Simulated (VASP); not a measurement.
ZnSe:

```
CELL_PARAMETERS angstrom
0.00000 2.83243 2.83243
2.83243 0.00000 2.83243
2.83243 2.83243 0.00000
ATOMIC_POSITIONS crystal
Zn 0.00000 0.00000 0.00000
Se 0.75000 0.75000 0.75000
```

Base run:

| Property | Result |
| --- | --- |
| Program | VASP 6.6.1 |
| Functional | PBE |
| Potentials or basis | VASP PAW PBE potentials, release 64 (Zn, Se) |
| Cutoff | 520 eV |
| k mesh | 6 × 6 × 6 |
| Occupations | gaussian, width 0.01 eV |
| Spin | no spin polarisation |

Its results: band gap on the k mesh 1.29 eV, direct; pressure 2.5 GPa.

**Question.** The run is repeated on the same cell with these changes: functional from PBE to r2SCAN. What comes out?

**Answer.** Band gap on the k mesh 1.87 eV, direct; pressure 0.1 GPa.

r2SCAN gives the wider gap, since meta-GGAs in the generalised Kohn-Sham scheme recover part of the derivative discontinuity.

Caveats: the PAW data sets were made with another functional, which shifts forces and pressure a little (some runs).

